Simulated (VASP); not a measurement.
# Pd (Pm-3m) in VASP: notebook, part 2 of 2

VASP 6.6.1. Earlier steps stand in the parts before.

**3. Single point, BLYP (volume scaled by 0.92)**

The input, INCAR:

```
SYSTEM = Pd
AGGAC    = 1.0          
AGGAX    = 1.0          
ALDAC    = 0.0          
ALDAX    = 1.0          
ALGO     = Normal         ! electronic algorithm
EDIFF    = 1E-6           ! SCF threshold, eV
ENCUT    = 520            ! plane-wave cutoff, eV
GGA      = B5             ! functional
ISIF     = 2              ! what is computed and relaxed
ISMEAR   = -1             ! smearing method
LASPH    = .TRUE.         ! aspherical terms in the spheres
LCHARG   = .FALSE.        ! write CHGCAR
LREAL    = .FALSE.        ! projectors in reciprocal space
LWAVE    = .FALSE.        ! write WAVECAR
NBANDS   = 11             ! bands
NELM     = 100            ! most SCF steps
PREC     = Accurate       ! precision mode
SIGMA    = 0.1            ! smearing width, eV
```

The input, KPOINTS:

```
k-points
0
G
  13 13 13
  0 0 0
```

The input, POSCAR:

```
Pd
1.0
    2.5965271704      0.0000000000      0.0000000000
    0.0000000000      2.5965271704      0.0000000000
    0.0000000000      0.0000000000      2.5965271704
Pd
1
Direct
    0.0000000000      0.0000000000      0.0000000000
```

Potentials or basis: VASP PAW PBE potentials, release 64 (Pd).

Command:

```sh
cat potpaw_PBE.64/Pd/POTCAR > POTCAR
mpirun -np 1 vasp_std > vasp.out
```

Wall time 15 s (1 thread of Intel Xeon Platinum 8259CL at 2.50GHz (Skylake/Cascade Lake), shared host); peak memory 0.13 GiB.

The run converged. Its results:

| Item | Value |
| --- | --- |
| Free energy | -4.0419 eV |
| Pressure | 10.5 GPa |
| Band gap on the k mesh | zero (band 5 reaches 9.05 eV, above the bottom of band 6 at 7.29 eV) |

Levels at points of the mesh, in eV from the Fermi level:
```tsv
k point	band 3	band 4	band 5	band 6	band 7	band 8
(0.00, 0.00, 0.00)	-4.63	-0.05	-0.05	-0.05	16.55	16.55
```

Caveat: the PAW data sets were made with another functional, which shifts forces and pressure a little.

**4. Single point, BLYP (volume scaled by 0.96)**

The input, INCAR:

```
PREC = Accurate ; ENCUT = 520
EDIFF = 1E-7 ; ISMEAR = -1
SIGMA = 0.1 ; LREAL = F
LASPH = T ; NELM = 80
ALGO = Normal ; ISIF = 2
LWAVE = F ; LCHARG = F
GGA = B5 ; ALDAX = 1.0
AGGAX = 1.0 ; AGGAC = 1.0
ALDAC = 0.0 ; NBANDS = 11
```

The input, KPOINTS:

```
Automatic mesh
0
Gamma
  13 13 13
```

The input, POSCAR:

```
Pd
1.0
    2.6336254279      0.0000000000      0.0000000000
    0.0000000000      2.6336254279      0.0000000000
    0.0000000000      0.0000000000      2.6336254279
Pd
1
Direct
    0.0000000000      0.0000000000      0.0000000000
```

Potentials or basis: VASP PAW PBE potentials, release 64 (Pd).

Command:

```sh
cat potpaw_PBE.64/Pd/POTCAR > POTCAR
mpirun -np 1 vasp_std > vasp.out
```

OUTCAR:

```text
PREC = Accurate
   ENCUT = 520
   EDIFF = 1E-7
   ISMEAR = -1
   LREAL = F
   LASPH = T
   NELM = 80
   ISIF = 2
   GGA = B5

 ion  position               nearest neighbor table
   1  0.000  0.000  0.000-

  LATTYP: Found a simple cubic cell.
 ALAT       =     2.6336254279

  Lattice vectors:

 A1 = (   2.6336254279,   0.0000000000,   0.0000000000)
 A2 = (   0.0000000000,   2.6336254279,   0.0000000000)
 A3 = (   0.0000000000,   0.0000000000,   2.6336254279)

[... 512 lines left out ...]
     10      29.4340      0.00000
     11      31.3812      0.00000

 [... further k-points ...]

------------------------ aborting loop because EDIFF is reached ----------------------------------------

  FORCE on cell =-STRESS in cart. coord.  units (eV):
  Direction    XX          YY          ZZ          XY          YZ          ZX
  --------------------------------------------------------------------------------------
  -------------------------------------------------------------------------------------
  Total        0.5253252      0.5253252      0.5253252     -0.0000000     -0.0000000      0.0000000
  in kB       46.0762161     46.0762161     46.0762161     -0.0000000     -0.0000000      0.0000000
  external PRESSURE =      46.0762161 kB  Pullay stress =       0.0000000 kB

 VOLUME and BASIS-vectors are now :
 -----------------------------------------------------------------------------
  energy-cutoff  :      520.00
  volume of cell :       18.27
      direct lattice vectors                 reciprocal lattice vectors
     2.633625428  0.000000000  0.000000000     0.379704718  0.000000000  0.000000000
     0.000000000  2.633625428  0.000000000     0.000000000  0.379704718  0.000000000
     0.000000000  0.000000000  2.633625428     0.000000000  0.000000000  0.379704718

 POSITION                                       TOTAL-FORCE (eV/Angst)
 -----------------------------------------------------------------------------------
      0.00000      0.00000      0.00000         0.000000      0.000000      0.000000
 -----------------------------------------------------------------------------------
    total drift:                                0.000000      0.000000      0.000000

  FREE ENERGIE OF THE ION-ELECTRON SYSTEM (eV)
  ---------------------------------------------------
  free  energy   TOTEN  =        -4.0774748493 eV

  energy  without entropy=       -4.0340698212  energy(sigma->0) =       -4.05577234
```

OSZICAR:

```text
N       E                     dE             d eps       ncg     rms          rms(c)
DAV:   1     0.438916107628E+02    0.43892E+02   -0.50479E+03  1856   0.833E+02
DAV:   2    -0.360766055735E+01   -0.47499E+02   -0.45419E+02  2069   0.174E+02
DAV:   3    -0.421432488744E+01   -0.60666E+00   -0.60209E+00  2234   0.215E+01
DAV:   4    -0.421826132618E+01   -0.39364E-02   -0.39358E-02  2197   0.179E+00
DAV:   5    -0.421832744461E+01   -0.66118E-04   -0.66118E-04  2403   0.204E-01    0.492E+00
DAV:   6    -0.408104300166E+01    0.13728E+00   -0.63559E-01  2109   0.638E+00    0.241E+00
DAV:   7    -0.407837928486E+01    0.26637E-02   -0.28775E-03  2263   0.627E-01    0.137E+00
DAV:   8    -0.407746127323E+01    0.91801E-03   -0.99759E-04  2091   0.235E-01    0.289E-02
DAV:   9    -0.407747392687E+01   -0.12654E-04   -0.15390E-05  2674   0.332E-02    0.102E-02
DAV:  10    -0.407747482868E+01   -0.90181E-06   -0.31639E-06  2106   0.133E-02    0.121E-03
DAV:  11    -0.407747484935E+01   -0.20667E-07   -0.88436E-08  2288   0.243E-03
   1 F= -.40774748E+01 E0= -.40557723E+01  d E =-.434050E-01
```

Run time: 15 s. Hardware: 1 thread of Intel Xeon Platinum 8259CL at 2.50GHz (Skylake/Cascade Lake), shared host; peak memory 0.13 GiB.

What came out:

* Free energy: -4.0775 eV
* Pressure: 4.6 GPa
* Band gap on the k mesh: zero (band 5 reaches 8.36 eV, above the bottom of band 6 at 6.72 eV)

Caveat: the PAW data sets were made with another functional, which shifts forces and pressure a little.

**5. The runs side by side**

```tsv
cell	gap on the mesh (eV)	pressure (GPa)
a = 2.558 Å, 1 atom	none	18.0
a = 2.597 Å, 1 atom	none	10.5
a = 2.634 Å, 1 atom	none	4.6
```

Alike in all rows: task single point; level BLYP; potentials or basis VASP PAW PBE potentials, release 64 (Pd); no spin polarisation; k mesh 13 × 13 × 13; cutoff (eV) 520; smearing fermi-dirac 0.1 eV.

Caveats: the PAW data sets were made with another functional, which shifts forces and pressure a little.

Absolute energies hang on the potentials; compare differences alone.
